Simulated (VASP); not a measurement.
# Zr3AlN4 (I4/mmm) in VASP: relaxation of cell and atoms with PBE

Aim: the relaxation of cell and atoms of Zr3AlN4 with PBE.

Program: VASP 6.6.1. These are calculated values, not measurements. Logs are shortened: lines on timing, memory, paths and dates and some standing lists are left out, and cuts for length are marked.

## Step 1: The cell of the first run

The structure is tetragonal, space group I4/mmm (No. 139). The conventional cell has a = 4.529 Å, b = 4.529 Å, c = 8.953 Å, α = 90.00°, β = 90.00°, γ = 90.00°. Within 3.0 Å of Zr (site symmetry -4m2) lie 6 N at 2.24 to 2.28 Å. Within 3.0 Å of Zr (site symmetry 4/mmm) lie 6 N at 2.26 to 2.46 Å. Al (site symmetry 4/mmm) has 6 N at 2.02 to 2.26 Å within 2.7 Å. N (site symmetry mmm) has 4 Zr at 2.24 to 2.26 Å and 2 Al at 2.26 Å and 12 N at 3.03 to 3.34 Å within 3.4 Å. N (site symmetry 4mm) has 1 Al at 2.02 Å and 5 Zr at 2.28 to 2.46 Å within 2.7 Å.

## Step 2: Relaxation of cell and atoms, PBE

INCAR

```
SYSTEM = Zr3AlN4
PREC = Accurate
ENCUT = 600
EDIFF = 1E-6
ISMEAR = 0
SIGMA = 0.1
LREAL = .FALSE.
LASPH = .TRUE.
NELM = 60
ALGO = Normal
ISIF = 3
LWAVE = .FALSE.
LCHARG = .FALSE.
GGA = PE
IBRION = 2
NSW = 100
EDIFFG = -0.01
```

KPOINTS

```
regular mesh
0
G
  12 12 12
  0 0 0
```

POSCAR

```
Zr3AlN4
1.0
   -2.2644209059      2.2644209059      4.4766909560
    2.2644209059     -2.2644209059      4.4766909560
    2.2644209059      2.2644209059     -4.4766909560
Zr Al N
3 1 4
Direct
    0.7500000000      0.2500000000      0.5000000000
    0.5000000000      0.5000000000      0.0000000000
    0.2500000000      0.7500000000      0.5000000000
    0.0000000000      0.0000000000      0.0000000000
    0.5000000000      0.0000000000      0.5000000000
    0.2252900728      0.2252900728      0.0000000000
    0.0000000000      0.5000000000      0.5000000000
    0.7747099272      0.7747099272      0.0000000000
```

Potentials or basis: VASP PAW PBE potentials, release 64 (Zr_sv, Al, N).

Started as:

```
> cat potpaw_PBE.64/Zr_sv/POTCAR potpaw_PBE.64/Al/POTCAR potpaw_PBE.64/N/POTCAR > POTCAR
> mpirun -np 1 vasp_std > vasp.out
```

OUTCAR:

```text
SYSTEM = Zr3AlN4
   PREC = Accurate
   ENCUT = 600
   EDIFF = 1E-6
   ISMEAR = 0
   LREAL = .FALSE.
   LASPH = .TRUE.
   NELM = 60
   ISIF = 3
   GGA = PE
   IBRION = 2
   NSW = 100
   EDIFFG = -0.01

 ion  position               nearest neighbor table
   1  0.750  0.250  0.500-   5 2.24   7 2.24   6 2.28   8 2.28   8 2.28   6 2.28   2 3.18   2 3.18
                             2 3.18   4 3.18   4 3.18   2 3.18   4 3.18   4 3.18   3 3.20   3 3.20
   2  0.500  0.500  0.000-   5 2.26   7 2.26   5 2.26   7 2.26   6 2.46   8 2.46   1 3.18   3 3.18
                             1 3.18   3 3.18   3 3.18   3 3.18   1 3.18   1 3.18   4 3.20   4 3.20
   3  0.250  0.750  0.500-   5 2.24   7 2.24   6 2.28   8 2.28   8 2.28   6 2.28   2 3.18   2 3.18
                             2 3.18   4 3.18   4 3.18   4 3.18   4 3.18   2 3.18   1 3.20   1 3.20
   4  0.000  0.000  0.000-   6 2.02   8 2.02   7 2.26   5 2.26   7 2.26   5 2.26   1 3.18   3 3.18
                             1 3.18   3 3.18   1 3.18   1 3.18   3 3.18   3 3.18   2 3.20   2 3.20
   5  0.500  0.000  0.500-   1 2.24   3 2.24   2 2.26   4 2.26   2 2.26   4 2.26
   6  0.225  0.225  0.000-   4 2.02   3 2.28   1 2.28   1 2.28   3 2.28   2 2.46
   7  0.000  0.500  0.500-   1 2.24   3 2.24   2 2.26   4 2.26   4 2.26   2 2.26
   8  0.775  0.775  0.000-   4 2.02   3 2.28   1 2.28   1 2.28   3 2.28   2 2.46

  LATTYP: Found a body centered tetragonal cell.
 ALAT       =     4.5288418118
 C/A-ratio  =     1.9769694514

  Lattice vectors:

 A1 = (  -2.2644209059,   2.2644209059,   4.4766909560)
 A2 = (   2.2644209059,  -2.2644209059,   4.4766909560)
 A3 = (   2.2644209059,   2.2644209059,  -4.4766909560)

Analysis of symmetry for initial positions (statically):
=====================================================================
 Subroutine PRICEL returns:
 Original cell was already a primitive cell.

 Routine SETGRP: Setting up the symmetry group for a
 body centered tetragonal supercell.

 Subroutine GETGRP returns: Found 16 space group operations
 (whereof 16 operations were pure point group operations)
 out of a pool of 16 trial point group operations.

The static configuration has the point symmetry D_4h.

Analysis of symmetry for dynamics (positions and initial velocities):
=====================================================================
 Subroutine PRICEL returns:
 Original cell was already a primitive cell.

 Routine SETGRP: Setting up the symmetry group for a
 body centered tetragonal supercell.

 Subroutine GETGRP returns: Found 16 space group operations
 (whereof 16 operations were pure point group operations)
 out of a pool of 16 trial point group operations.

The dynamic configuration has the point symmetry D_4h.

 Subroutine INISYM returns: Found 16 space group operations
 (whereof 16 operations are pure point group operations),
 and found     1 'primitive' translations

----------------------------------------------------------------------------------------

                                     Primitive cell

  volume of cell :      91.8188

  direct lattice vectors                    reciprocal lattice vectors
    -2.264420906  2.264420906  4.476690956     0.000000000  0.220807006  0.111689640
     2.264420906 -2.264420906  4.476690956     0.220807006  0.000000000  0.111689640
     2.264420906  2.264420906 -4.476690956     0.220807006  0.220807006  0.000000000

  length of vectors
     5.504177140  5.504177140  5.504177140     0.247447589  0.247447589  0.312268262

  position of ions in fractional coordinates (direct lattice)
     0.750000000  0.250000000  0.500000000
     0.500000000  0.500000000  0.000000000
     0.250000000  0.750000000  0.500000000
     0.000000000  0.000000000  0.000000000
     0.500000000  0.000000000  0.500000000
     0.225290073  0.225290073  0.000000000
     0.000000000  0.500000000  0.500000000
     0.774709927  0.774709927  0.000000000

  ion indices of the primitive-cell ions
   primitive index   ion index
                 1           1
                 2           2
                 3           3
                 4           4
                 5           5
                 6           6
                 7           7
                 8           8

----------------------------------------------------------------------------------------

 KPOINTS: regular mesh

Automatic generation of k-mesh.
 Grid dimensions read from file:
 generate k-points for:   12   12   12

 Generating k-lattice:

  Cartesian coordinates                     Fractional coordinates (reciprocal lattice)
     0.000000000  0.018400584  0.009307470     0.083333333  0.000000000  0.000000000
     0.018400584  0.000000000  0.009307470     0.000000000  0.083333333  0.000000000
     0.018400584  0.018400584  0.000000000     0.000000000  0.000000000  0.083333333

  Length of vectors
     0.020620632  0.020620632  0.026022355

  Shift w.r.t. Gamma in fractional coordinates (k-lattice)
     0.000000000  0.000000000  0.000000000

 Subroutine IBZKPT returns following result:
 ===========================================

 Found    163 irreducible k-points:

 Following reciprocal coordinates:
            Coordinates               Weight
  0.000000  0.000000  0.000000      1.000000
  0.083333 -0.000000  0.000000      8.000000
  0.166667  0.000000 -0.000000      8.000000
  0.250000  0.000000  0.000000      8.000000
  0.333333 -0.000000  0.000000      8.000000
  0.416667 -0.000000  0.000000      8.000000
[... 16 lines left out ...]
  0.500000  0.166667 -0.000000     16.000000
 -0.416667  0.166667 -0.000000     16.000000
 [... further k-points ...]
   k-points           NKPTS =    163   k-points in BZ     NKDIM =    163   number of bands    NBANDS=     35
   number of dos      NEDOS =    301   number of ions     NIONS =      8
   total plane-waves  NPLWV = 110592
   dimension x,y,z NGX =    48 NGY =   48 NGZ =   48
   dimension x,y,z NGXF=    96 NGYF=   96 NGZF=   96
   ions per type =               3   1   4
   NGX,Y,Z   is equivalent  to a cutoff of  14.50, 14.50, 14.50 a.u.
   NGXF,Y,Z  is equivalent  to a cutoff of  29.00, 29.00, 29.00 a.u.
 SYSTEM =  Zr3AlN4
   PREC   = accura    normal or accurate (medium, high low for compatibility)
   ISTART =      0    job   : 0-new  1-cont  2-samecut
   ICHARG =      2    charge: 1-file 2-atom 10-const
   ISPIN  =      1    spin polarized calculation?
   LNONCOLLINEAR =      F non collinear calculations
   LSORBIT =      F    spin-orbit coupling
   LASPH  =      T    aspherical Exc in radial PAW
   ENCUT  =  600.0 eV  44.10 Ry    6.64 a.u.  10.99 10.99 10.99*2*pi/ulx,y,z
   NELM   =     60;   NELMIN=  2; NELMDL= -5     # of ELM steps
   EDIFF  = 0.1E-05   stopping-criterion for ELM
   LREAL  =      F    real-space projection
   EDIFFG = -.1E-01   stopping-criterion for IOM
   NSW    =    100    number of steps for IOM
   IBRION =      2    ionic relax: 0-MD 1-quasi-New 2-CG
   NFREE  =      1    steps in history (QN), initial steepest desc. (CG)
   ISIF   =      3    stress and relaxation
   ISYM   =      2    0-nonsym 1-usesym 2-fastsym
   POTIM  = 0.5000    time-step for ionic-motion
   TEBEG  =    0.0;   TEEND  =   0.0 temperature during run
   PSTRESS=    0.0 pullay stress
   NELECT =      59.0000    total number of electrons
   NUPDOWN=      -1.0000    fix difference up-down
   EMIN   =  10.00;   EMAX   =-10.00  energy-range for DOS
   EFERMI =   0.00;   METHOD = LEGACY
   ISMEAR =     0;   SIGMA  =   0.10  broadening in eV -4-tet -1-fermi 0-gaus
   EFERMI_NEDOS =   21; number of points for ismear=-14 and -15
   IALGO  =     38    algorithm
   IMIX   =      4    mixing-type and parameters
     AMIX     =   0.40;   BMIX     =  1.00
     AMIX_MAG =   1.60;   BMIX_MAG =  1.00
  volume/ion in A,a.u.               =      11.48        77.45
  Fermi-wavevector in a.u.,A,eV,Ry     =   1.412695  2.669606 27.153239  1.995707
  Thomas-Fermi vector in A             =   2.534417
   LORBIT       =      0    0 simple, 1 ext, 2 COOP (PROOUT), +10 PAW based schemes
   GGA     = PE    functional components
   LHFCALC =     F    Hartree Fock is set to
   AEXX    =    0.0000 exact exchange contribution
   IVDW    =     0    specifies the selected vdW correction
   LEPSILON=     F    determine dielectric tensor
   LRPA    =     F    only Hartree local field effects (RPA)
 conjugate gradient relaxation of ions
 non-spin polarized calculation
 Gauss-broadening in eV      SIGMA  =   0.10
  energy-cutoff  :      600.00
  volume of cell :       91.82
 maximum number of plane-waves:      3086
 NGX is ok and might be reduce to    48
   NGX = 21   NGY = 21   NGZ = 21

--------------------------------------- Ionic step        1  -------------------------------------------

 number of electron      59.0000001 magnetization

 Free energy of the ion-electron system (eV)
  ---------------------------------------------------
  ext. energy  EPLUGINS =         0.00000000
  ---------------------------------------------------
  free energy    TOTEN  =       -74.40871337 eV

  energy without entropy =      -74.40101218  energy(sigma->0) =      -74.40486278

------------------------ aborting loop because EDIFF is reached ----------------------------------------

  FORCE on cell =-STRESS in cart. coord.  units (eV):
  Direction    XX          YY          ZZ          XY          YZ          ZX
  --------------------------------------------------------------------------------------
  -------------------------------------------------------------------------------------
  Total       -0.2178205     -0.2178205     -0.1861205      0.0000000     -0.0000000      0.0000000
  in kB       -3.8008255     -3.8008255     -3.2476814      0.0000000     -0.0000000      0.0000000
  external PRESSURE =      -3.6164441 kB  Pullay stress =       0.0000000 kB
[... 279 lines left out ...]
  energy  without entropy=      -74.4013984311  energy(sigma->0) =      -74.40531199

--------------------------------------- Ionic step        8  -------------------------------------------

 number of electron      59.0000001 magnetization

 Free energy of the ion-electron system (eV)
  ---------------------------------------------------
  ext. energy  EPLUGINS =         0.00000000
  ---------------------------------------------------
  free energy    TOTEN  =       -74.40923808 eV

  energy without entropy =      -74.40137568  energy(sigma->0) =      -74.40530688

 E-fermi :  11.5016     XC(G=0): -12.2968

 val. band max:       11.4978951860   @ k =   0.5000   0.5000   0.4167
 cond. band min:      11.5216422828   @ k =   0.1667   0.1667   0.0833
 fundamental gap:      0.0237470967
 Fermi energy:        11.5015798282

 k-point     1 :       0.0000    0.0000    0.0000
  band No.  band energies     occupation
      1     -37.8601      2.00000
      2     -37.6982      2.00000
      3     -37.6717      2.00000
      4     -16.3109      2.00000
      5     -16.1843      2.00000
      6     -16.1843      2.00000
[... 901 lines left out ...]
     34      13.9867      0.00000
     35      14.2711      0.00000

 [... further k-points ...]

------------------------ aborting loop because EDIFF is reached ----------------------------------------

  FORCE on cell =-STRESS in cart. coord.  units (eV):
  Direction    XX          YY          ZZ          XY          YZ          ZX
  --------------------------------------------------------------------------------------
  -------------------------------------------------------------------------------------
  Total       -0.0022275     -0.0022275     -0.0307068      0.0000000      0.0000000      0.0000000
  in kB       -0.0389234     -0.0389234     -0.5365774      0.0000000      0.0000000      0.0000000
  external PRESSURE =      -0.2048081 kB  Pullay stress =       0.0000000 kB
[... 23 lines left out ...]
  FREE ENERGIE OF THE ION-ELECTRON SYSTEM (eV)
  ---------------------------------------------------
  free  energy   TOTEN  =       -74.4092380806 eV

  energy  without entropy=      -74.4013756765  energy(sigma->0) =      -74.40530688

 reached required accuracy - stopping structural energy minimisation
```

Wall time 26 min (1 thread of Intel Xeon 6975P-C (Granite Rapids), shared host); peak memory 0.72 GiB.

Results:

- Free energy: -74.4092 eV
- Relaxed volume: 11.46 Å³/atom
- Relaxed cell: a = 5.502 Å, b = 5.502 Å, c = 5.502 Å, α = 131.42°, β = 131.42°, γ = 71.14°
- Space group after relaxing (to 0.1 Å): I4/mmm (No. 139)
- Energy gained by relaxing: 0.1 meV/atom
- Ionic steps: 8
- Pressure after relaxing: 0.0 GPa
- Band gap on the k mesh: zero (an odd number of electrons rules out a gap without spin polarisation)

The path:
```
step  energy change (eV)  largest force (eV/Å)  pressure (GPa)  volume (Å³)
   1              0.0000                0.0678           -0.36        91.82
   2             -0.0001                0.0267            0.52        91.47
   3             -0.0004                0.0442            0.18        91.62
   4             -0.0003                0.0462            0.11        91.64
   5             -0.0003                0.0458            0.11        91.63
   6             -0.0003                0.0450            0.10        91.63
   7             -0.0005                0.0136            0.03        91.67
   8             -0.0005                0.0011           -0.02        91.69
```

Final structure:
```
Zr Al N
1.0
    -2.26313    2.26313    4.47541
     2.26313   -2.26313    4.47541
     2.26313    2.26313   -4.47541
Zr Al N
3 1 4
Direct
  0.75000 0.25000 0.50000
  0.50000 0.50000 0.00000
  0.25000 0.75000 0.50000
  0.00000 0.00000 0.00000
  0.50000 0.00000 0.50000
  0.22588 0.22588 0.00000
  0.00000 0.50000 0.50000
  0.77412 0.77412 0.00000
```

Levels at points of the mesh, in eV from the Fermi level:
```tsv
k point	band 27	band 28	band 29	band 30	band 31	band 32
(0.00, 0.00, 0.00)	-2.42	-2.42	-2.41	-0.19	-0.19	0.90
(0.50, 0.00, 0.00)	-3.70	-3.32	-0.96	1.01	1.57	1.58
(0.50, 0.50, 0.00)	-3.88	-3.42	1.60	2.00	2.14	2.16
(0.50, 0.50, 0.50)	-2.99	-2.69	-2.33	-2.33	-2.12	-0.31
```

Caveat: an odd number of electrons without spin polarisation forces a metal; a magnetic or distorted state may lie lower.

The gap in the log of VASP goes by the Fermi energy; the results here count the filled bands.